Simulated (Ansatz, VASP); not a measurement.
## One calculation of Bi, two programs

```xyz
1
Lattice="3.3205 0.0000 0.0000 0.0000 3.3205 0.0000 0.0000 0.0000 3.3205" Properties=species:S:1:pos:R:3 pbc="T T T"
Bi    0.0000    0.0000    0.0000
```

Alike in both runs: task single point; functional PBE; k mesh 16 × 16 × 16; occupations fermi-dirac, width 0.1 eV; no spin polarisation.

```csv
,VASP,Ansatz
version,VASP 6.6.1,Ansatz 0.2.0
potentials or method,"VASP PAW PBE potentials, release 64 (Bi_d), cutoff 520 eV","plane waves (420 eV) with PAW, scalar-relativistic"
valence electrons in the cell,15,15
```

```tsv
	VASP	Ansatz	Ansatz less VASP
pressure (GPa)	-1.7	-1.7	+0.01
```

The functional is the same, so the differences come from potentials, cutoffs and numerics.

Neither program's run includes spin-orbit coupling.
